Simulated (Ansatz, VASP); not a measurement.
## Two plane-wave programs on Rh

The input INCAR:

```
SYSTEM = Rh
PREC     = Accurate       ! precision mode
ENCUT    = 520            ! plane-wave cutoff, eV
EDIFF    = 1E-7           ! SCF threshold, eV
ISMEAR   = 0              ! smearing method
SIGMA    = 0.15           ! smearing width, eV
LREAL    = .FALSE.        ! projectors in reciprocal space
LASPH    = .TRUE.         ! aspherical terms in the spheres
NELM     = 60             ! most SCF steps
ALGO     = Fast           ! electronic algorithm
ISIF     = 2              ! what is computed and relaxed
LWAVE    = .FALSE.        ! write WAVECAR
LCHARG   = .FALSE.        ! write CHGCAR
GGA      = PS             ! functional
NBANDS   = 22             ! bands
```

File KPOINTS:

```
Automatic mesh
0
G
  21 21 12
  0 0 0
```

File POSCAR:

```
Rh
1.0
    2.7309790422      0.0000000000      0.0000000000
   -1.3654895211      2.3650972278      0.0000000000
    0.0000000000      0.0000000000      4.5613436700
Rh
2
Direct
    0.6666666667      0.3333333333      0.7500000000
    0.3333333333      0.6666666667      0.2500000000
```

Input for Ansatz:

```yaml
crystal:
  lattice:
    - [2.7309790422, 0.0, 0.0]
    - [-1.3654895211, 2.3650972278, 0.0]
    - [0.0, 0.0, 4.56134367]
  atoms:
    - { symbol: Rh, position: [0.6666666667, 0.3333333333, 0.75] }
    - { symbol: Rh, position: [0.3333333333, 0.6666666667, 0.25] }
basis:
  ecutwfc: 420
kpoints:
  mp_grid: { grid: [21, 21, 12] }
hamiltonian:
  xc: pbesol
scf:
  occupations: { method: gaussian, width: 0.15 }
output:
  forces: true
  stress: true
  eigenvalues: true
```

Change from the starting cell: strain +0.000 along x and y, +0.030 along z, atoms carried along.

Alike in both runs: task single point; functional PBEsol; k mesh 21 × 21 × 12; occupations gaussian, width 0.15 eV; no spin polarisation.

|  | VASP | Ansatz |
| --- | --- | --- |
| version | VASP 6.6.1 | Ansatz 0.2.0 |
| potentials or method | VASP PAW PBE potentials, release 64 (Rh_pv), cutoff 520 eV | scalar-relativistic, plane waves, PAW |
| valence electrons in the cell | 30 | 34 |

```csv
,VASP,Ansatz,Ansatz less VASP
gap on the k mesh at the Fermi level (eV),none,none,-
pressure (GPa),-19.5,-19.4,+0.02
"traceless stress, the component that is largest in VASP (GPa)",-4.92,-4.92,+0.007
```

VASP's potentials were made for PBE, not for PBEsol. A gap of «none» marks a metal or a gap that the smearing closes. The functional is the same, so the differences come from potentials, cutoffs and numerics. VASP's potentials hold 30 valence electrons a cell and Ansatz's 34, so a difference there can come from the potentials and not from the codes.
